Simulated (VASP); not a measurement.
# SnTe (Pm-3m) in VASP: a series of runs

The runs below take SnTe through relaxation of cell and atoms, with PBE, r2SCAN.

Program: VASP 6.6.1. These are calculated values, not measurements. Logs are shortened: lines on timing, memory, paths and dates and some standing lists are left out, and cuts for length are marked.

## Step 1: The cell of the first run

It takes space group Pm-3m (No. 221, cubic). The conventional cell has a = 3.598 Å, b = 3.598 Å, c = 3.598 Å, α = 90.00°, β = 90.00°, γ = 90.00°. Within 4.1 Å of Sn (site symmetry m-3m) lie 8 Te at 3.12 Å and 6 Sn at 3.60 Å. Te (site symmetry m-3m) has 8 Sn at 3.12 Å and 6 Te at 3.60 Å within 4.1 Å.

## Step 2: Relaxation of cell and atoms, PBE

File INCAR:

```
SYSTEM = SnTe
PREC     = Accurate       ! precision mode
ENCUT    = 600            ! plane-wave cutoff, eV
EDIFF    = 1E-6           ! SCF threshold, eV
ISMEAR   = -1             ! smearing method
SIGMA    = 0.02           ! smearing width, eV
LREAL    = .False.        ! projectors in reciprocal space
LASPH    = .True.         ! aspherical terms in the spheres
NELM     = 80             ! most SCF steps
ALGO     = Normal         ! electronic algorithm
ISIF     = 3              ! what is computed and relaxed
LWAVE    = .False.        ! write WAVECAR
LCHARG   = .False.        ! write CHGCAR
GGA      = PE             ! functional
IBRION   = 2              ! ionic algorithm
NSW      = 80             ! ionic steps
EDIFFG   = -0.005         ! ionic threshold
```

File KPOINTS:

```
Automatic mesh
0
Gamma
  6 6 6
  0 0 0
```

File POSCAR:

```
SnTe
1.0
    3.5978875289      0.0000000000      0.0000000000
    0.0000000000      3.5978875289      0.0000000000
    0.0000000000      0.0000000000      3.5978875289
Sn Te
1 1
Direct
    0.0000000000      0.0000000000      0.0000000000
    0.5000000000      0.5000000000      0.5000000000
```

Potentials or basis: VASP PAW PBE potentials, release 64 (Sn_d, Te).

The run is started by

```sh
$ cat potpaw_PBE.64/Sn_d/POTCAR potpaw_PBE.64/Te/POTCAR > POTCAR
$ mpirun -np 1 vasp_std > vasp.out
```

OUTCAR:

```text
SYSTEM = SnTe
   PREC = Accurate
   ENCUT = 600
   EDIFF = 1E-6
   ISMEAR = -1
   LREAL = .False.
   LASPH = .True.
   NELM = 80
   ISIF = 3
   GGA = PE
   IBRION = 2
   NSW = 80
   EDIFFG = -0.005

 ion  position               nearest neighbor table
   1  0.000  0.000  0.000-   2 3.12   2 3.12   2 3.12   2 3.12   2 3.12   2 3.12   2 3.12   2 3.12

   2  0.500  0.500  0.500-   1 3.12   1 3.12   1 3.12   1 3.12   1 3.12   1 3.12   1 3.12   1 3.12

  LATTYP: Found a simple cubic cell.
 ALAT       =     3.5978875289

  Lattice vectors:

 A1 = (   3.5978875289,   0.0000000000,   0.0000000000)
 A2 = (   0.0000000000,   3.5978875289,   0.0000000000)
 A3 = (   0.0000000000,   0.0000000000,   3.5978875289)

Analysis of symmetry for initial positions (statically):
=====================================================================
 Subroutine PRICEL returns:
 Original cell was already a primitive cell.

 Routine SETGRP: Setting up the symmetry group for a
 simple cubic supercell.

 Subroutine GETGRP returns: Found 48 space group operations
 (whereof 48 operations were pure point group operations)
 out of a pool of 48 trial point group operations.

The static configuration has the point symmetry O_h .

Analysis of symmetry for dynamics (positions and initial velocities):
=====================================================================
 Subroutine PRICEL returns:
 Original cell was already a primitive cell.

 Routine SETGRP: Setting up the symmetry group for a
 simple cubic supercell.

 Subroutine GETGRP returns: Found 48 space group operations
 (whereof 48 operations were pure point group operations)
 out of a pool of 48 trial point group operations.

The dynamic configuration has the point symmetry O_h .

 Subroutine INISYM returns: Found 48 space group operations
 (whereof 48 operations are pure point group operations),
 and found     1 'primitive' translations

----------------------------------------------------------------------------------------

                                     Primitive cell

  volume of cell :      46.5739

  direct lattice vectors                    reciprocal lattice vectors
     3.597887529  0.000000000  0.000000000     0.277940873  0.000000000  0.000000000
     0.000000000  3.597887529  0.000000000     0.000000000  0.277940873  0.000000000
     0.000000000  0.000000000  3.597887529     0.000000000  0.000000000  0.277940873

  length of vectors
     3.597887529  3.597887529  3.597887529     0.277940873  0.277940873  0.277940873

  position of ions in fractional coordinates (direct lattice)
     0.000000000  0.000000000  0.000000000
     0.500000000  0.500000000  0.500000000

  ion indices of the primitive-cell ions
   primitive index   ion index
                 1           1
                 2           2

----------------------------------------------------------------------------------------

 KPOINTS: Automatic mesh

Automatic generation of k-mesh.
 Grid dimensions read from file:
 generate k-points for:    6    6    6

 Generating k-lattice:

  Cartesian coordinates                     Fractional coordinates (reciprocal lattice)
     0.046323479  0.000000000  0.000000000     0.166666667  0.000000000  0.000000000
     0.000000000  0.046323479  0.000000000     0.000000000  0.166666667  0.000000000
     0.000000000  0.000000000  0.046323479     0.000000000  0.000000000  0.166666667

  Length of vectors
     0.046323479  0.046323479  0.046323479

  Shift w.r.t. Gamma in fractional coordinates (k-lattice)
     0.000000000  0.000000000  0.000000000

 Subroutine IBZKPT returns following result:
 ===========================================

 Found     20 irreducible k-points:

 Following reciprocal coordinates:
            Coordinates               Weight
  0.000000  0.000000  0.000000      1.000000
  0.166667  0.000000  0.000000      6.000000
  0.333333  0.000000  0.000000      6.000000
  0.500000  0.000000  0.000000      3.000000
  0.166667  0.166667  0.000000     12.000000
  0.333333  0.166667  0.000000     24.000000
[... 12 lines left out ...]
  0.500000  0.500000  0.333333      6.000000
  0.500000  0.500000  0.500000      1.000000
   k-points           NKPTS =     20   k-points in BZ     NKDIM =     20   number of bands    NBANDS=     14
   number of dos      NEDOS =    301   number of ions     NIONS =      2
   total plane-waves  NPLWV =  27000
   dimension x,y,z NGX =    30 NGY =   30 NGZ =   30
   dimension x,y,z NGXF=    60 NGYF=   60 NGZF=   60
   ions per type =               1   1
   NGX,Y,Z   is equivalent  to a cutoff of  13.86, 13.86, 13.86 a.u.
   NGXF,Y,Z  is equivalent  to a cutoff of  27.72, 27.72, 27.72 a.u.
 SYSTEM =  SnTe
   PREC   = accura    normal or accurate (medium, high low for compatibility)
   ISTART =      0    job   : 0-new  1-cont  2-samecut
   ICHARG =      2    charge: 1-file 2-atom 10-const
   ISPIN  =      1    spin polarized calculation?
   LNONCOLLINEAR =      F non collinear calculations
   LSORBIT =      F    spin-orbit coupling
   LASPH  =      T    aspherical Exc in radial PAW
   ENCUT  =  600.0 eV  44.10 Ry    6.64 a.u.   7.19  7.19  7.19*2*pi/ulx,y,z
   NELM   =     80;   NELMIN=  2; NELMDL= -5     # of ELM steps
   EDIFF  = 0.1E-05   stopping-criterion for ELM
   LREAL  =      F    real-space projection
   EDIFFG = -.5E-02   stopping-criterion for IOM
   NSW    =     80    number of steps for IOM
   IBRION =      2    ionic relax: 0-MD 1-quasi-New 2-CG
   NFREE  =      1    steps in history (QN), initial steepest desc. (CG)
   ISIF   =      3    stress and relaxation
   ISYM   =      2    0-nonsym 1-usesym 2-fastsym
   POTIM  = 0.5000    time-step for ionic-motion
   TEBEG  =    0.0;   TEEND  =   0.0 temperature during run
   PSTRESS=    0.0 pullay stress
   NELECT =      20.0000    total number of electrons
   NUPDOWN=      -1.0000    fix difference up-down
   EMIN   =  10.00;   EMAX   =-10.00  energy-range for DOS
   EFERMI =   0.00;   METHOD = LEGACY
   ISMEAR =    -1;   SIGMA  =   0.02  broadening in eV -4-tet -1-fermi 0-gaus
   EFERMI_NEDOS =   21; number of points for ismear=-14 and -15
   IALGO  =     38    algorithm
   IMIX   =      4    mixing-type and parameters
     AMIX     =   0.40;   BMIX     =  1.00
     AMIX_MAG =   1.60;   BMIX_MAG =  1.00
  volume/ion in A,a.u.               =      23.29       157.15
  Fermi-wavevector in a.u.,A,eV,Ry     =   1.235105  2.334010 20.755478  1.525485
  Thomas-Fermi vector in A             =   2.369768
   LORBIT       =      0    0 simple, 1 ext, 2 COOP (PROOUT), +10 PAW based schemes
   GGA     = PE    functional components
   LHFCALC =     F    Hartree Fock is set to
   AEXX    =    0.0000 exact exchange contribution
   IVDW    =     0    specifies the selected vdW correction
   LEPSILON=     F    determine dielectric tensor
   LRPA    =     F    only Hartree local field effects (RPA)
 conjugate gradient relaxation of ions
 non-spin polarized calculation
  energy-cutoff  :      600.00
  volume of cell :       46.57
 maximum number of plane-waves:      1596
 NGX is ok and might be reduce to    30
   NGX = 15   NGY = 15   NGZ = 15

--------------------------------------- Ionic step        1  -------------------------------------------

 number of electron      20.0000006 magnetization

 Free energy of the ion-electron system (eV)
  ---------------------------------------------------
  ext. energy  EPLUGINS =         0.00000000
  ---------------------------------------------------
  free energy    TOTEN  =        -6.50614570 eV

  energy without entropy =       -6.50111379  energy(sigma->0) =       -6.50362974

 E-fermi :  10.5078     XC(G=0): -11.0286

 val. band max:       10.2918426801   @ k =   0.5000   0.1667   0.0000
 cond. band min:      10.5111438043   @ k =   0.3333   0.1667   0.0000
 fundamental gap:      0.2193011242
 Fermi energy:        10.5077548537

 k-point     1 :       0.0000    0.0000    0.0000
  band No.  band energies     occupation
      1     -11.2741      2.00000
      2     -11.2741      2.00000
      3     -11.1897      2.00000
      4     -11.1897      2.00000
      5     -11.1897      2.00000
      6      -3.8450      2.00000
      7       6.0262      2.00000
      8       8.0332      2.00000
      9       8.0332      2.00000
     10       8.0332      2.00000
     11      13.4021      0.00000
     12      13.4021      0.00000
     13      17.6089      0.00000
     14      17.6089      0.00000

 k-point     2 :       0.1667    0.0000    0.0000
  band No.  band energies     occupation
      1     -11.2730      2.00000
      2     -11.2544      2.00000
      3     -11.1973      2.00000
      4     -11.1973      2.00000
      5     -11.1893      2.00000
      6      -3.5476      2.00000
      7       4.4008      2.00000
      8       8.3712      2.00000
      9       8.3712      2.00000
     10       8.6218      2.00000
[... 438 lines left out ...]
 POSITION                                       TOTAL-FORCE (eV/Angst)
 -----------------------------------------------------------------------------------
      0.00000      0.00000      0.00000         0.000000     -0.000000      0.000000
      1.95134      1.95134      1.95134        -0.000000      0.000000      0.000000
 -----------------------------------------------------------------------------------
    total drift:                               -0.000000     -0.000000     -0.000000

  FREE ENERGIE OF THE ION-ELECTRON SYSTEM (eV)
  ---------------------------------------------------
  free  energy   TOTEN  =        -7.0836111920 eV

  energy  without entropy=       -7.0817664288  energy(sigma->0) =       -7.08268881

--------------------------------------- Ionic step        5  -------------------------------------------

 number of electron      19.9999983 magnetization

 Free energy of the ion-electron system (eV)
  ---------------------------------------------------
  ext. energy  EPLUGINS =         0.00000000
  ---------------------------------------------------
  free energy    TOTEN  =        -7.08365035 eV

  energy without entropy =       -7.08180664  energy(sigma->0) =       -7.08272850

 E-fermi :   7.0845     XC(G=0):  -9.8874

 val. band max:        6.9717277291   @ k =   0.5000   0.1667   0.0000
 cond. band min:       7.0968684919   @ k =   0.5000   0.5000   0.3333
 fundamental gap:      0.1251407628
 Fermi energy:         7.0844941796

 k-point     1 :       0.0000    0.0000    0.0000
  band No.  band energies     occupation
      1     -14.5439      2.00000
      2     -14.5439      2.00000
      3     -14.5055      2.00000
      4     -14.5055      2.00000
      5     -14.5055      2.00000
      6      -5.2336      2.00000
      7       1.7833      2.00000
      8       5.3632      2.00000
      9       5.3632      2.00000
     10       5.3632      2.00000
     11      10.6714      0.00000
     12      10.6714      0.00000
     13      12.4597      0.00000
     14      12.4597      0.00000

 k-point     2 :       0.1667    0.0000    0.0000
  band No.  band energies     occupation
      1     -14.5436      2.00000
      2     -14.5357      2.00000
      3     -14.5081      2.00000
      4     -14.5081      2.00000
      5     -14.5053      2.00000
      6      -5.0187      2.00000
      7       1.0901      2.00000
      8       5.3797      2.00000
      9       5.6151      2.00000
     10       5.6151      2.00000
[... 330 lines left out ...]
 POSITION                                       TOTAL-FORCE (eV/Angst)
 -----------------------------------------------------------------------------------
      0.00000      3.90016     -0.00000         0.000000     -0.000000      0.000000
      1.95008      1.95008      1.95008        -0.000000      0.000000      0.000000
 -----------------------------------------------------------------------------------
    total drift:                               -0.000000      0.000000     -0.000000

  FREE ENERGIE OF THE ION-ELECTRON SYSTEM (eV)
  ---------------------------------------------------
  free  energy   TOTEN  =        -7.0836503528 eV

  energy  without entropy=       -7.0818066390  energy(sigma->0) =       -7.08272850

 reached required accuracy - stopping structural energy minimisation
```

It took 1.7 min on 1 thread of AMD EPYC 7R13, shared host; peak memory 0.15 GiB.

Results:

- Free energy: -7.0837 eV
- Relaxed volume: 29.66 Å³/atom
- Relaxed cell: a = 3.900 Å, b = 3.900 Å, c = 3.900 Å, α = 90.00°, β = 90.00°, γ = 90.00°
- Space group after relaxing (to 0.05 Å): Pm-3m (No. 221)
- Energy gained by relaxing: 288.8 meV/atom
- Ionic steps: 5
- Pressure after relaxing: 0.0 GPa
- Band gap on the k mesh: zero (band 10 reaches 7.54 eV, above the bottom of band 11 at 5.78 eV)

The path:
| step | energy change (eV) | largest force (eV/Å) | pressure (GPa) | volume (Å³) |
| --- | --- | --- | --- | --- |
| 1 | 0.0000 | 0.0000 | 18.12 | 46.57 |
| 2 | -0.4802 | 0.0000 | -3.95 | 66.68 |
| 3 | -0.5775 | 0.0000 | 0.07 | 59.17 |
| 4 | -0.5775 | 0.0000 | -0.08 | 59.44 |
| 5 | -0.5775 | 0.0000 | 0.00 | 59.33 |

Final structure:
```
Sn Te
1.0
     3.90016    0.00000    0.00000
     0.00000    3.90016    0.00000
     0.00000    0.00000    3.90016
Sn Te
1 1
Direct
  0.00000 0.00000 0.00000
  0.50000 0.50000 0.50000
```

Caveat: the volume moved by over 15 % at a fixed basis, so the end points are rough; spin-orbit coupling is left out, which moves the levels of the heavy elements.

## Step 3: Relaxation of cell and atoms, r2SCAN

This run uses another cell than the first one, of 29.67 Å³/atom, 1.274 times its volume.

File POSCAR:

```
SnTe
1.0
    3.9002524308      0.0000000000      0.0000000000
    0.0000000000      3.9002524308      0.0000000000
    0.0000000000      0.0000000000      3.9002524308
Sn Te
1 1
Direct
    0.0000000000      0.0000000000      0.0000000000
    0.5000000000      0.5000000000      0.5000000000
```

File INCAR.step1:

```
PREC = Accurate ; ENCUT = 600
ISMEAR = -1 ; SIGMA = 0.02
LREAL = F ; LASPH = T
NELM = 80 ; GGA = PE
ALGO = Normal ; EDIFF = 1E-4
LWAVE = T ; LCHARG = F
```

File INCAR.step2:

```
PREC = Accurate ; ENCUT = 600
EDIFF = 1E-7 ; ISMEAR = -1
SIGMA = 0.02 ; LREAL = F
LASPH = T ; NELM = 80
ALGO = Normal ; ISIF = 3
LWAVE = F ; LCHARG = F
METAGGA = R2SCAN ; LMIXTAU = T
IBRION = 2 ; NSW = 80
EDIFFG = -0.005 ; ISTART = 1
```

File KPOINTS:

```
regular mesh
0
Gamma
  6 6 6
```

Potentials or basis: VASP PAW PBE potentials, release 64 (Sn_d, Te).

The run is started by

```sh
$ cat potpaw_PBE.64/Sn_d/POTCAR potpaw_PBE.64/Te/POTCAR > POTCAR
$ cp INCAR.step1 INCAR
$ mpirun -np 1 vasp_std > vasp.out
$ cp INCAR.step2 INCAR
$ mpirun -np 1 vasp_std > vasp.out
```

Wall time 5.8 min (1 thread of AMD EPYC 7R13, shared host); peak memory 0.18 GiB.

Results (log left out):

```
Free energy                            : -50.0744 eV
Relaxed volume                         : 29.48 Å³/atom
Relaxed cell                           : a = 3.892 Å, b = 3.892 Å, c = 3.892 Å, α = 90.00°, β = 90.00°, γ = 90.00°
Space group after relaxing (to 0.05 Å) : Pm-3m (No. 221)
Energy gained by relaxing              : 0.2 meV/atom
Ionic steps                            : 3
Pressure after relaxing                : 0.0 GPa
Band gap on the k mesh                 : zero (band 10 reaches 7.55 eV, above the bottom of band 11 at 5.78 eV)
```

The path:
```
step  energy change (eV)  largest force (eV/Å)  pressure (GPa)  volume (Å³)
   1              0.0000                0.0000           -0.26        59.33
   2             -0.0003                0.0000            0.04        58.92
   3             -0.0003                0.0000            0.00        58.97
```

Final structure:
```xyz
2
Lattice="3.8922 0.0000 0.0000 0.0000 3.8922 0.0000 0.0000 0.0000 3.8922" Properties=species:S:1:pos:R:3 pbc="T T T"
Sn    0.0000    0.0000    0.0000
Te    1.9461    1.9461    1.9461
```

Levels at points of the mesh, in eV from the Fermi level:
```
           k point  band 8  band 9  band 10  band 11  band 12  band 13
(0.00, 0.00, 0.00)   -1.96   -1.96    -1.96     3.98     3.98     5.65
(0.50, 0.00, 0.00)   -0.39   -0.39     0.08     0.42     2.20     2.20
(0.50, 0.50, 0.00)   -5.07   -5.07     0.19     3.45     4.08     4.08
(0.50, 0.50, 0.50)   -3.08   -3.08    -3.08    -1.34    -1.34    -1.34
```

Caveat: the PAW data sets were made with another functional, which shifts forces and pressure a little; spin-orbit coupling is left out, which moves the levels of the heavy elements.
